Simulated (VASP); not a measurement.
# ScAl3 (Pm-3m) in VASP: notebook

ScAl3 is run at these levels: r2SCAN; tasks: single point.

Everything below comes from runs of VASP 6.6.1. Logs are shortened: lines on timing, memory, paths and dates and some standing lists are left out, and cuts for length are marked.

## (1) The cell of the first run

The structure is cubic, space group Pm-3m (No. 221). Conventional cell: a = 4.002 Å, b = 4.002 Å, c = 4.002 Å, α = 90.00°, β = 90.00°, γ = 90.00°. Within 3.7 Å of Sc (site symmetry m-3m) lie 12 Al at 2.83 Å. Al (site symmetry 4/mmm) has 4 Sc at 2.83 Å and 8 Al at 2.83 Å within 3.7 Å.

## (2) Single point, r2SCAN (volume scaled by 0.94)

Contents of POSCAR:

```
ScAl3
1.0
    4.0021348682      0.0000000000      0.0000000000
    0.0000000000      4.0021348682      0.0000000000
    0.0000000000      0.0000000000      4.0021348682
Sc Al
1 3
Direct
    0.0000000000      0.0000000000      0.0000000000
    0.5000000000      0.0000000000      0.5000000000
    0.0000000000      0.5000000000      0.5000000000
    0.5000000000      0.5000000000      0.0000000000
```

Contents of INCAR.step1:

```
SYSTEM = ScAl3
  PREC = Accurate
  ENCUT = 520
  ISMEAR = 0
  SIGMA = 0.1
  LREAL = .FALSE.
  LASPH = .TRUE.
  NELM = 60
  NBANDS = 18
  GGA = PE
  ALGO = Normal
  EDIFF = 1E-4
  LWAVE = .TRUE.
  LCHARG = .FALSE.
```

Contents of INCAR.step2:

```
SYSTEM = ScAl3
  PREC = Accurate
  ENCUT = 520
  EDIFF = 1E-7
  ISMEAR = 0
  SIGMA = 0.1
  LREAL = .FALSE.
  LASPH = .TRUE.
  NELM = 60
  ALGO = Normal
  ISIF = 2
  LWAVE = .FALSE.
  LCHARG = .FALSE.
  METAGGA = R2SCAN
  LMIXTAU = .TRUE.
  NBANDS = 18
  ISTART = 1
```

Contents of KPOINTS:

```
Automatic mesh
0
G
  10 10 10
  0 0 0
```

Potentials or basis: VASP PAW PBE potentials, release 64 (Sc_sv, Al).

Command:

```console
$ cat potpaw_PBE.64/Sc_sv/POTCAR potpaw_PBE.64/Al/POTCAR > POTCAR
$ cp INCAR.step1 INCAR
$ mpirun -np 1 vasp_std > vasp.out
$ cp INCAR.step2 INCAR
$ mpirun -np 1 vasp_std > vasp.out
```

OUTCAR:

```text
SYSTEM = ScAl3
   PREC = Accurate
   ENCUT = 520
   EDIFF = 1E-7
   ISMEAR = 0
   LREAL = .FALSE.
   LASPH = .TRUE.
   NELM = 60
   ISIF = 2
   METAGGA = R2SCAN
   ISTART = 1

 ion  position               nearest neighbor table
   1  0.000  0.000  0.000-   2 2.83   3 2.83   4 2.83   2 2.83   3 2.83   3 2.83   4 2.83   3 2.83
                             2 2.83   4 2.83   2 2.83   4 2.83
   2  0.500  0.000  0.500-   1 2.83   3 2.83   4 2.83   1 2.83   4 2.83   3 2.83   4 2.83   4 2.83
                             1 2.83   3 2.83   1 2.83   3 2.83
   3  0.000  0.500  0.500-   1 2.83   2 2.83   4 2.83   1 2.83   4 2.83   1 2.83   2 2.83   1 2.83
                             2 2.83   4 2.83   4 2.83   2 2.83
   4  0.500  0.500  0.000-   1 2.83   2 2.83   3 2.83   2 2.83   3 2.83   1 2.83   2 2.83   2 2.83
                             1 2.83   3 2.83   3 2.83   1 2.83

  LATTYP: Found a simple cubic cell.
 ALAT       =     4.0021348682

  Lattice vectors:

 A1 = (   4.0021348682,   0.0000000000,   0.0000000000)
 A2 = (   0.0000000000,   4.0021348682,   0.0000000000)
 A3 = (   0.0000000000,   0.0000000000,   4.0021348682)

Analysis of symmetry for initial positions (statically):
=====================================================================
 Subroutine PRICEL returns:
 Original cell was already a primitive cell.

 Routine SETGRP: Setting up the symmetry group for a
 simple cubic supercell.

 Subroutine GETGRP returns: Found 48 space group operations
 (whereof 48 operations were pure point group operations)
 out of a pool of 48 trial point group operations.

The static configuration has the point symmetry O_h .

Analysis of symmetry for dynamics (positions and initial velocities):
=====================================================================
 Subroutine PRICEL returns:
 Original cell was already a primitive cell.

 Routine SETGRP: Setting up the symmetry group for a
 simple cubic supercell.

 Subroutine GETGRP returns: Found 48 space group operations
 (whereof 48 operations were pure point group operations)
 out of a pool of 48 trial point group operations.

The dynamic configuration has the point symmetry O_h .

 Subroutine INISYM returns: Found 48 space group operations
 (whereof 48 operations are pure point group operations),
 and found     1 'primitive' translations

----------------------------------------------------------------------------------------

                                     Primitive cell

  volume of cell :      64.1025

  direct lattice vectors                    reciprocal lattice vectors
     4.002134868  0.000000000  0.000000000     0.249866642  0.000000000  0.000000000
     0.000000000  4.002134868  0.000000000     0.000000000  0.249866642  0.000000000
     0.000000000  0.000000000  4.002134868     0.000000000  0.000000000  0.249866642

  length of vectors
     4.002134868  4.002134868  4.002134868     0.249866642  0.249866642  0.249866642

  position of ions in fractional coordinates (direct lattice)
     0.000000000  0.000000000  0.000000000
     0.500000000  0.000000000  0.500000000
     0.000000000  0.500000000  0.500000000
     0.500000000  0.500000000  0.000000000

  ion indices of the primitive-cell ions
   primitive index   ion index
                 1           1
                 2           2
                 3           3
                 4           4

----------------------------------------------------------------------------------------

 KPOINTS: Automatic mesh

Automatic generation of k-mesh.
 Grid dimensions read from file:
 generate k-points for:   10   10   10

 Generating k-lattice:

  Cartesian coordinates                     Fractional coordinates (reciprocal lattice)
     0.024986664  0.000000000  0.000000000     0.100000000  0.000000000  0.000000000
     0.000000000  0.024986664  0.000000000     0.000000000  0.100000000  0.000000000
     0.000000000  0.000000000  0.024986664     0.000000000  0.000000000  0.100000000

  Length of vectors
     0.024986664  0.024986664  0.024986664

  Shift w.r.t. Gamma in fractional coordinates (k-lattice)
     0.000000000  0.000000000  0.000000000

 Subroutine IBZKPT returns following result:
 ===========================================

 Found     56 irreducible k-points:

 Following reciprocal coordinates:
            Coordinates               Weight
  0.000000  0.000000  0.000000      1.000000
  0.100000  0.000000  0.000000      6.000000
  0.200000  0.000000  0.000000      6.000000
  0.300000  0.000000  0.000000      6.000000
  0.400000  0.000000  0.000000      6.000000
  0.500000  0.000000  0.000000      3.000000
[... 16 lines left out ...]
  0.200000  0.100000  0.100000     24.000000
  0.300000  0.100000  0.100000     24.000000
 [... further k-points ...]
   k-points           NKPTS =     56   k-points in BZ     NKDIM =     56   number of bands    NBANDS=     18
   number of dos      NEDOS =    301   number of ions     NIONS =      4
   total plane-waves  NPLWV =  27000
   dimension x,y,z NGX =    30 NGY =   30 NGZ =   30
   dimension x,y,z NGXF=    60 NGYF=   60 NGZF=   60
   ions per type =               1   3
   NGX,Y,Z   is equivalent  to a cutoff of  12.46, 12.46, 12.46 a.u.
   NGXF,Y,Z  is equivalent  to a cutoff of  24.92, 24.92, 24.92 a.u.
 SYSTEM =  ScAl3
   PREC   = accura    normal or accurate (medium, high low for compatibility)
   ISTART =      1    job   : 0-new  1-cont  2-samecut
   ICHARG =      0    charge: 1-file 2-atom 10-const
   ISPIN  =      1    spin polarized calculation?
   LNONCOLLINEAR =      F non collinear calculations
   LSORBIT =      F    spin-orbit coupling
   LASPH  =      T    aspherical Exc in radial PAW
   ENCUT  =  520.0 eV  38.22 Ry    6.18 a.u.   7.44  7.44  7.44*2*pi/ulx,y,z
   NELM   =     60;   NELMIN=  2; NELMDL=  0     # of ELM steps
   EDIFF  = 0.1E-06   stopping-criterion for ELM
   LREAL  =      F    real-space projection
   EDIFFG = 0.1E-05   stopping-criterion for IOM
   NSW    =      0    number of steps for IOM
   IBRION =     -1    ionic relax: 0-MD 1-quasi-New 2-CG
   NFREE  =      0    steps in history (QN), initial steepest desc. (CG)
   ISIF   =      2    stress and relaxation
   ISYM   =      2    0-nonsym 1-usesym 2-fastsym
   POTIM  = 0.5000    time-step for ionic-motion
   TEBEG  =    0.0;   TEEND  =   0.0 temperature during run
   PSTRESS=    0.0 pullay stress
   NELECT =      20.0000    total number of electrons
   NUPDOWN=      -1.0000    fix difference up-down
   EMIN   =  10.00;   EMAX   =-10.00  energy-range for DOS
   EFERMI =   0.00;   METHOD = LEGACY
   ISMEAR =     0;   SIGMA  =   0.10  broadening in eV -4-tet -1-fermi 0-gaus
   EFERMI_NEDOS =   21; number of points for ismear=-14 and -15
   IALGO  =     38    algorithm
   IMIX   =      4    mixing-type and parameters
     AMIX     =   0.40;   BMIX     =  1.00
     AMIX_MAG =   1.60;   BMIX_MAG =  1.00
  volume/ion in A,a.u.               =      16.03       108.15
  Fermi-wavevector in a.u.,A,eV,Ry     =   1.110350  2.098257 16.774302  1.232876
  Thomas-Fermi vector in A             =   2.246900
   LORBIT       =      0    0 simple, 1 ext, 2 COOP (PROOUT), +10 PAW based schemes
   METAGGA = R2SCAN    functional components
   LHFCALC =     F    Hartree Fock is set to
   AEXX    =    0.0000 exact exchange contribution
   IVDW    =     0    specifies the selected vdW correction
   LEPSILON=     F    determine dielectric tensor
   LRPA    =     F    only Hartree local field effects (RPA)
 non-spin polarized calculation
 Gauss-broadening in eV      SIGMA  =   0.10
  energy-cutoff  :      520.00
  volume of cell :       64.10
 maximum number of plane-waves:      1751
 NGX is ok and might be reduce to    30
   NGX = 15   NGY = 15   NGZ = 15

 number of electron      20.0000007 magnetization

 Free energy of the ion-electron system (eV)
  ---------------------------------------------------
  ext. energy  EPLUGINS =         0.00000000
  ---------------------------------------------------
  free energy    TOTEN  =       -33.43126992 eV

  energy without entropy =      -33.42689220  energy(sigma->0) =      -33.42908106

 E-fermi :   7.9068     XC(G=0): -11.3885

 val. band max:        7.8929145732   @ k =   0.3000   0.0000   0.0000
 cond. band min:       7.9455044245   @ k =   0.5000   0.3000   0.2000
 fundamental gap:      0.0525898513
 Fermi energy:         7.9067948622

 k-point     1 :       0.0000    0.0000    0.0000
  band No.  band energies     occupation
      1     -42.9519      2.00000
      2     -20.7180      2.00000
      3     -20.7180      2.00000
      4     -20.7180      2.00000
      5      -3.0977      2.00000
      6       5.0870      2.00000
[... 10 lines left out ...]
     17      13.8320      0.00000
     18      13.8320      0.00000

 k-point     2 :       0.1000    0.0000    0.0000
  band No.  band energies     occupation
      1     -42.9517      2.00000
      2     -20.7225      2.00000
      3     -20.7176      2.00000
      4     -20.7176      2.00000
      5      -2.9950      2.00000
      6       4.2066      2.00000
[... 10 lines left out ...]
     17      13.9168      0.00000
     18      13.9168      0.00000

 k-point     3 :       0.2000    0.0000    0.0000
  band No.  band energies     occupation
      1     -42.9512      2.00000
      2     -20.7345      2.00000
      3     -20.7167      2.00000
      4     -20.7167      2.00000
      5      -2.6903      2.00000
      6       2.9367      2.00000
[... 10 lines left out ...]
     17      13.7648      0.00000
     18      14.1954      0.00000

 k-point     4 :       0.3000    0.0000    0.0000
  band No.  band energies     occupation
      1     -42.9506      2.00000
      2     -20.7493      2.00000
      3     -20.7155      2.00000
      4     -20.7155      2.00000
      5      -2.1953      2.00000
      6       1.6878      2.00000
[... 375 lines left out ...]
      4     -20.7215      2.00000
      5      -2.7916      2.00000
      6       4.1978      2.00000
[... 10 lines left out ...]
     17      14.0816      0.00000
     18      14.1211      0.00000

 k-point    23 :       0.2000    0.1000    0.1000
  band No.  band energies     occupation
      1     -42.9508      2.00000
      2     -20.7336      2.00000
      3     -20.7210      2.00000
      4     -20.7205      2.00000
      5      -2.4910      2.00000
      6       3.0834      2.00000
[... 10 lines left out ...]
     17      13.6128      0.00000
     18      13.9550      0.00000

 k-point    24 :       0.3000    0.1000    0.1000
  band No.  band energies     occupation
      1     -42.9502      2.00000
      2     -20.7482      2.00000
      3     -20.7198      2.00000
      4     -20.7192      2.00000
      5      -2.0032      2.00000
      6       1.8568      2.00000
[... 10 lines left out ...]
     17      13.3219      0.00000
     18      14.2510      0.00000

 [... further k-points ...]
[... 5 lines left out ...]
  --------------------------------------------------------------------------------------
  -------------------------------------------------------------------------------------
  Total        2.6337410      2.6337410      2.6337410      0.0000000      0.0000000      0.0000000
  in kB       65.8276709     65.8276709     65.8276709      0.0000000      0.0000000      0.0000000
  external PRESSURE =      65.8276709 kB  Pullay stress =       0.0000000 kB

 VOLUME and BASIS-vectors are now :
 -----------------------------------------------------------------------------
  energy-cutoff  :      520.00
  volume of cell :       64.10
      direct lattice vectors                 reciprocal lattice vectors
     4.002134868  0.000000000  0.000000000     0.249866642  0.000000000  0.000000000
     0.000000000  4.002134868  0.000000000     0.000000000  0.249866642  0.000000000
     0.000000000  0.000000000  4.002134868     0.000000000  0.000000000  0.249866642

 POSITION                                       TOTAL-FORCE (eV/Angst)
 -----------------------------------------------------------------------------------
      0.00000      0.00000      0.00000         0.000000      0.000000      0.000000
      2.00107      0.00000      2.00107         0.000000      0.000000      0.000000
      0.00000      2.00107      2.00107         0.000000      0.000000      0.000000
      2.00107      2.00107      0.00000         0.000000      0.000000      0.000000
 -----------------------------------------------------------------------------------
    total drift:                                0.000000     -0.000000      0.000000

  FREE ENERGIE OF THE ION-ELECTRON SYSTEM (eV)
  ---------------------------------------------------
  free  energy   TOTEN  =       -33.4312699240 eV

  energy  without entropy=      -33.4268921973  energy(sigma->0) =      -33.42908106
```

Run time: 1.8 min. Hardware: 1 thread of Intel Xeon Platinum 8559C (Emerald Rapids), shared host; peak memory 0.21 GiB.

What came out:

```yaml
Free_energy: -33.4313 eV
Pressure: 6.6 GPa
Band_gap_on_the_k_mesh: zero (band 10 reaches 8.97 eV, above the bottom of band 11 at 4.56 eV)
```

Caveat: the PAW data sets were made with another functional, which shifts forces and pressure a little.

## (3) Single point, r2SCAN (volume scaled by 0.97)

Contents of POSCAR:

```
ScAl3
1.0
    4.0442656997      0.0000000000      0.0000000000
    0.0000000000      4.0442656997      0.0000000000
    0.0000000000      0.0000000000      4.0442656997
Sc Al
1 3
Direct
    0.0000000000      0.0000000000      0.0000000000
    0.5000000000      0.0000000000      0.5000000000
    0.0000000000      0.5000000000      0.5000000000
    0.5000000000      0.5000000000      0.0000000000
```

Contents of INCAR.step1:

```
SYSTEM = ScAl3
PREC = Accurate
ENCUT = 520
ISMEAR = 0
SIGMA = 0.1
LREAL = .FALSE.
LASPH = .TRUE.
NELM = 100
NBANDS = 18
GGA = PE
ALGO = Normal
EDIFF = 1E-4
LWAVE = .TRUE.
LCHARG = .FALSE.
```

Contents of INCAR.step2:

```
SYSTEM = ScAl3
PREC = Accurate
ENCUT = 520
EDIFF = 1E-6
ISMEAR = 0
SIGMA = 0.1
LREAL = .FALSE.
LASPH = .TRUE.
NELM = 100
ALGO = Normal
ISIF = 2
LWAVE = .FALSE.
LCHARG = .FALSE.
METAGGA = R2SCAN
LMIXTAU = .TRUE.
NBANDS = 18
ISTART = 1
```

Contents of KPOINTS:

```
regular mesh
0
G
  10 10 10
  0 0 0
```

Potentials or basis: VASP PAW PBE potentials, release 64 (Sc_sv, Al).

Command:

```console
$ cat potpaw_PBE.64/Sc_sv/POTCAR potpaw_PBE.64/Al/POTCAR > POTCAR
$ cp INCAR.step1 INCAR
$ mpirun -np 1 vasp_std > vasp.out
$ cp INCAR.step2 INCAR
$ mpirun -np 1 vasp_std > vasp.out
```

It took 1.8 min on 1 thread of Intel Xeon Platinum 8559C (Emerald Rapids), shared host; peak memory 0.21 GiB.

Results (log left out):

- Free energy: -33.4924 eV
- Pressure: 3.0 GPa
- Band gap on the k mesh: zero (band 10 reaches 8.63 eV, above the bottom of band 11 at 4.30 eV)

Levels at points of the mesh, in eV from the Fermi level:
```csv
k point,band 6,band 7,band 8,band 9,band 10,band 11,band 12,band 13,band 14,band 15
"(0.00, 0.00, 0.00)",-2.77,-2.77,-2.04,-2.04,-2.04,1.29,1.42,1.42,1.42,5.55
"(0.50, 0.00, 0.00)",-7.91,-1.92,-1.92,-1.67,1.01,1.01,1.32,1.36,1.81,2.51
"(0.50, 0.50, 0.00)",-6.05,-6.05,-4.79,-0.60,-0.60,1.19,1.54,2.38,2.86,3.75
"(0.50, 0.50, 0.50)",-5.08,-5.08,-4.96,-3.32,-3.32,-3.32,1.13,2.98,2.98,4.50
```

Caveat: the PAW data sets were made with another functional, which shifts forces and pressure a little.

[end of part 1 of 2]
